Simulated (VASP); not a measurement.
# C (P6_3/mmc) in VASP: further runs, part 2 of 2

VASP 6.6.1. The steps go on from the part before.

**3. Single point, PBEsol+D3(BJ) (volume 8.263 Å^3 an atom, c/a of the conventional cell 3.0223)**

INCAR

```
SYSTEM = C
PREC = Accurate
ENCUT = 520
EDIFF = 1E-7
ISMEAR = 0
SIGMA = 0.15
LREAL = .FALSE.
LASPH = .TRUE.
NELM = 80
ALGO = Normal
ISIF = 2
LWAVE = .FALSE.
LCHARG = .FALSE.
GGA = PS
IVDW = 12
NBANDS = 16
```

KPOINTS

```
regular mesh
0
G
  21 21 8
  0 0 0
```

POSCAR

```
C
1.0
    2.3286801815      0.0000000000      0.0000000000
   -1.1643400908      2.0166961945      0.0000000000
    0.0000000000      0.0000000000      7.0379701125
C
4
Direct
    0.0000000000      0.0000000000      0.0025000000
    0.0000000000      0.0000000000      0.5025000000
    0.3333333333      0.6666666667      0.0025000000
    0.6666666667      0.3333333333      0.5025000000
```

Potentials or basis: VASP PAW PBE potentials, release 64 (C).

Launch:

```bash
> cat potpaw_PBE.64/C/POTCAR > POTCAR
> mpirun -np 1 vasp_std > vasp.out
```

OUTCAR:

```text
SYSTEM = C
   PREC = Accurate
   ENCUT = 520
   EDIFF = 1E-7
   ISMEAR = 0
   LREAL = .FALSE.
   LASPH = .TRUE.
   NELM = 80
   ISIF = 2
   GGA = PS
   IVDW = 12
 IVDW          = 12

 ion  position               nearest neighbor table
   1  0.000  0.000  0.002-   3 1.34   3 1.34   3 1.34
   2  0.000  0.000  0.502-   4 1.34   4 1.34   4 1.34
   3  0.333  0.667  0.002-   1 1.34   1 1.34   1 1.34
   4  0.667  0.333  0.502-   2 1.34   2 1.34   2 1.34

  LATTYP: Found a hexagonal cell.
 ALAT       =     2.3286801815
 C/A-ratio  =     3.0223000000

  Lattice vectors:

 A1 = (   2.3286801815,   0.0000000000,   0.0000000000)
 A2 = (  -1.1643400908,   2.0166961945,   0.0000000000)
 A3 = (   0.0000000000,   0.0000000000,   7.0379701125)

Analysis of symmetry for initial positions (statically):
=====================================================================
 Subroutine PRICEL returns:
 Original cell was already a primitive cell.

 Routine SETGRP: Setting up the symmetry group for a
 hexagonal supercell.

 Subroutine GETGRP returns: Found 24 space group operations
 (whereof  6 operations were pure point group operations)
 out of a pool of 24 trial point group operations.

The static configuration has the point symmetry C_3v.
 The point group associated with its full space group is D_6h.

Analysis of symmetry for dynamics (positions and initial velocities):
=====================================================================
 Subroutine PRICEL returns:
 Original cell was already a primitive cell.

 Routine SETGRP: Setting up the symmetry group for a
 hexagonal supercell.

 Subroutine GETGRP returns: Found 24 space group operations
 (whereof  6 operations were pure point group operations)
 out of a pool of 24 trial point group operations.

The dynamic configuration has the point symmetry C_3v.
 The point group associated with its full space group is D_6h.

 Subroutine INISYM returns: Found 24 space group operations
[... 122 lines left out ...]
  volume/ion in A,a.u.               =       8.26        55.76
  Fermi-wavevector in a.u.,A,eV,Ry     =   1.285431  2.429113 22.481368  1.652334
  Thomas-Fermi vector in A             =   2.417566
   LORBIT       =      0    0 simple, 1 ext, 2 COOP (PROOUT), +10 PAW based schemes
   GGA     = PS    functional components
   LHFCALC =     F    Hartree Fock is set to
   AEXX    =    0.0000 exact exchange contribution
   IVDW    =    12    specifies the selected vdW correction
   LEPSILON=     F    determine dielectric tensor
   LRPA    =     F    only Hartree local field effects (RPA)
 non-spin polarized calculation
 Gauss-broadening in eV      SIGMA  =   0.15
  energy-cutoff  :      520.00
  volume of cell :       33.05
 maximum number of plane-waves:       926
 NGX is ok and might be reduce to    18
   NGX =  9   NGY =  9   NGZ = 27

 number of electron      16.0000000 magnetization

 Free energy of the ion-electron system (eV)
  ---------------------------------------------------
  ext. energy  EPLUGINS =         0.00000000
  ---------------------------------------------------
  free energy    TOTEN  =       -37.66163886 eV

  energy without entropy =      -37.66072955  energy(sigma->0) =      -37.66118420

 E-fermi :   5.2268     XC(G=0): -10.5346

 val. band max:        5.2267448544   @ k =   0.3333   0.3333   0.2500
 cond. band min:       5.2325817941   @ k =   0.3333   0.3333   0.3750
 fundamental gap:      0.0058369397
 Fermi energy:         5.2267820587

 k-point     1 :       0.0000    0.0000    0.0000
  band No.  band energies     occupation
      1     -15.7438      2.00000
      2     -15.5505      2.00000
      3      -4.3318      2.00000
      4      -2.8732      2.00000
      5       2.3570      2.00000
      6       2.3570      2.00000
[... 433 lines left out ...]
      3      -2.2644      2.00000
      4      -2.1250      2.00000
      5      -2.0813      2.00000
      6      -0.9019      2.00000
[... 8 lines left out ...]
     15      19.4318      0.00000
     16      19.5745      0.00000

 [... further k-points ...]

------------------------ aborting loop because EDIFF is reached ----------------------------------------

 Edisp (eV)   -0.38792

 E8    (eV) :    -0.1885

  FORCE on cell =-STRESS in cart. coord.  units (eV):
  Direction    XX          YY          ZZ          XY          YZ          ZX
  --------------------------------------------------------------------------------------
  -------------------------------------------------------------------------------------
  Total      17.62444    17.62444    -0.38400    -0.00000     0.00000    -0.00000
  in kB     854.33503   854.33503   -18.61410    -0.00000     0.00000    -0.00000
  external pressure =      563.35 kB  Pullay stress =        0.00 kB

 VOLUME and BASIS-vectors are now :
 -----------------------------------------------------------------------------
  energy-cutoff  :      520.00
  volume of cell :       33.05
      direct lattice vectors                 reciprocal lattice vectors
     2.328680181  0.000000000  0.000000000     0.429427797  0.247930254  0.000000000
    -1.164340091  2.016696195  0.000000000     0.000000000  0.495860508  0.000000000
     0.000000000  0.000000000  7.037970113     0.000000000  0.000000000  0.142086423

 POSITION                                       TOTAL-FORCE (eV/Angst)
 -----------------------------------------------------------------------------------
      0.00000      0.00000      0.01759         0.000000     -0.000000     -0.000000
      0.00000      0.00000      3.53658        -0.000000      0.000000     -0.000000
     -0.00000      1.34446      0.01759         0.000000      0.000000      0.000000
      1.16434      0.67223      3.53658        -0.000000     -0.000000     -0.000000
 -----------------------------------------------------------------------------------
    total drift:                                0.000000      0.000000     -0.000025

  FREE ENERGIE OF THE ION-ELECTRON SYSTEM (eV)
  ---------------------------------------------------
  free  energy   TOTEN  =       -38.0495594464 eV

  energy  without entropy=      -38.0486501338  energy(sigma->0) =      -38.04910479
```

OSZICAR:

```text
N       E                     dE             d eps       ncg     rms          rms(c)
DAV:   1     0.335368256705E+02    0.33537E+02   -0.81059E+03  7680   0.940E+02
DAV:   2    -0.389076650544E+02   -0.72444E+02   -0.65870E+02 10960   0.194E+02
DAV:   3    -0.415575631009E+02   -0.26499E+01   -0.26366E+01 10048   0.343E+01
DAV:   4    -0.415774448874E+02   -0.19882E-01   -0.19879E-01  9648   0.364E+00
DAV:   5    -0.415777154039E+02   -0.27052E-03   -0.27051E-03  9840   0.401E-01    0.111E+01
DAV:   6    -0.385908468198E+02    0.29869E+01   -0.20170E+00  8808   0.920E+00    0.646E+00
DAV:   7    -0.376521721049E+02    0.93867E+00   -0.24295E+00  9448   0.102E+01    0.191E+00
DAV:   8    -0.376651768698E+02   -0.13005E-01   -0.11656E-01  8928   0.209E+00    0.533E-01
DAV:   9    -0.376614952968E+02    0.36816E-02   -0.43802E-03  9544   0.462E-01    0.174E-01
DAV:  10    -0.376616325972E+02   -0.13730E-03   -0.13772E-03  9008   0.234E-01    0.118E-01
DAV:  11    -0.376616369286E+02   -0.43314E-05   -0.53854E-05  9360   0.500E-02    0.129E-02
DAV:  12    -0.376616387301E+02   -0.18015E-05   -0.17468E-06  9584   0.905E-03    0.109E-02
DAV:  13    -0.376616390320E+02   -0.30184E-06   -0.70012E-07  8864   0.639E-03    0.351E-03
DAV:  14    -0.376616388650E+02    0.16694E-06   -0.76024E-08  8720   0.212E-03    0.509E-04
DAV:  15    -0.376616388588E+02    0.62207E-08   -0.47212E-09  4712   0.493E-04
   1 F= -.38049559E+02 E0= -.38049105E+02  d E =-.909313E-03
```

Wall time 50 s (1 thread of Intel Xeon 6975P-C (Granite Rapids), shared host); peak memory 0.22 GiB.

What came out:

```
Free energy                : -38.0496 eV
Pressure                   : 56.3 GPa
Band gap on the k mesh     : zero (band 8 reaches 5.23 eV, above the bottom of band 9 at 5.22 eV)
Dispersion energy per atom : -0.097 eV
```

Caveat: the PAW data sets were made with another functional, which shifts forces and pressure a little.

**4. Single point, PBEsol+D3(BJ) (volume 8.263 Å^3 an atom, c/a of the conventional cell 2.6770)**

INCAR

```
SYSTEM = C
PREC = Accurate
ENCUT = 520
EDIFF = 1E-6
ISMEAR = 0
SIGMA = 0.15
LREAL = .False.
LASPH = .True.
NELM = 80
ALGO = Normal
ISIF = 2
LWAVE = .False.
LCHARG = .True.
GGA = PS
IVDW = 12
LELF = .True.
LVHAR = .True.
NBANDS = 16
```

KPOINTS

```
regular mesh
0
Gamma
  21 21 8
  0 0 0
```

POSCAR

```
C
1.0
    2.4247870079      0.0000000000      0.0000000000
   -1.2123935039      2.0999271476      0.0000000000
    0.0000000000      0.0000000000      6.4911242100
C
4
Direct
    0.0000000000      0.0000000000      0.0025000000
    0.0000000000      0.0000000000      0.5025000000
    0.3333333333      0.6666666667      0.0025000000
    0.6666666667      0.3333333333      0.5025000000
```

Launch:

```bash
> cat potpaw_PBE.64/C/POTCAR > POTCAR
> mpirun -np 1 vasp_std > vasp.out
```

Run time: 36 s. Hardware: 1 thread of Intel Xeon 6975P-C (Granite Rapids), shared host; peak memory 0.22 GiB.

Results (log left out):

```
Free energy                : -38.9488 eV
Pressure                   : 14.2 GPa
Band gap on the k mesh     : zero (band 8 reaches 5.20 eV, above the bottom of band 9 at 5.16 eV)
Dispersion energy per atom : -0.113 eV
```

Stress tensor (GPa, compression positive):
```
21.10  0.00  0.00
 0.00 21.10  0.00
 0.00  0.00  0.36
```

Levels at points of the mesh, in eV from the Fermi level:
```csv
k point,band 5,band 6,band 7,band 8,band 9,band 10,band 11,band 12
"(0.00, 0.00, 0.00)",-2.93,-2.93,-2.91,-2.91,4.16,8.64,8.64,8.71
"(0.00, 0.00, 0.50)",-2.92,-2.92,-2.92,-2.92,7.09,7.09,8.68,8.68
```

Caveat: the PAW data sets were made with another functional, which shifts forces and pressure a little.

**5. The runs side by side**

| cell | gap on the mesh (eV) | pressure (GPa) |
| --- | --- | --- |
| a = 2.525, b = 2.525, c = 5.987 Å, angles 90.0, 90.0, 120.0°, 4 atoms | none | -20.8 |
| a = 2.329, b = 2.329, c = 7.038 Å, angles 90.0, 90.0, 120.0°, 4 atoms | none | 56.3 |
| a = 2.425, b = 2.425, c = 6.491 Å, angles 90.0, 90.0, 120.0°, 4 atoms | none | 14.2 |

Alike in all rows: task single point; level PBEsol+D3(BJ); potentials or basis VASP PAW PBE potentials, release 64 (C); no spin polarisation; k mesh 21 × 21 × 8; cutoff (eV) 520; smearing gaussian 0.15 eV.

Caveats: the PAW data sets were made with another functional, which shifts forces and pressure a little.

Total energies depend on the potentials used, so only differences within one code and one set of settings carry meaning.
